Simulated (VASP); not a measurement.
Here is a VASP 6.6.1 calculation.

POSCAR

```
CdSe
1.0
    4.3000000000      0.0000000000      0.0000000000
   -2.1500000000      3.7239092363      0.0000000000
    0.0000000000      0.0000000000      7.0200000000
Cd Se
2 2
Direct
    0.6666666667      0.3333333333      0.5000000000
    0.3333333333      0.6666666667      0.0000000000
    0.6666666667      0.3333333333      0.8850000000
    0.3333333333      0.6666666667      0.3850000000
```

Contents of INCAR.step1:

```
SYSTEM = CdSe
PREC = Accurate
ENCUT = 520
EDIFF = 1E-5
ISMEAR = -1
SIGMA = 0.05
LREAL = .FALSE.
LASPH = .TRUE.
NELM = 100
ALGO = Normal
ISIF = 2
LWAVE = .TRUE.
LCHARG = .FALSE.
GGA = PE
NBANDS = 26
```

The input INCAR.step2:

```
SYSTEM = CdSe
PREC = Accurate
ENCUT = 520
EDIFF = 1E-6
ISMEAR = -1
SIGMA = 0.05
LREAL = .FALSE.
LASPH = .TRUE.
NELM = 100
ALGO = Normal
ISIF = 2
LWAVE = .FALSE.
LCHARG = .FALSE.
GGA = PE
LHFCALC = .TRUE.
HFSCREEN = 0.2079
PRECFOCK = Normal
ISTART = 1
NBANDS = 26
```

File KPOINTS:

```
regular mesh
0
G
  4 4 2
  0 0 0
```

Potentials or basis: VASP PAW PBE potentials, release 64 (Cd, Se).

Run with:

```console
$ cat potpaw_PBE.64/Cd/POTCAR potpaw_PBE.64/Se/POTCAR > POTCAR
$ cp INCAR.step1 INCAR
$ mpirun -np 1 vasp_std > vasp.out
$ cp INCAR.step2 INCAR
$ mpirun -np 1 vasp_std > vasp.out
```

(1) Predict the pressure.

(2) Estimate the band gap on the k mesh.

(3) What does it give for the largest force?

Answers

(1) 2.1 GPa.

(2) 1.66 eV, direct.

(3) 0.298 eV/Å.

Caveat: the k points lie up to 0.45 Å⁻¹ apart; the PAW data sets were made with another functional, which shifts forces and pressure a little.
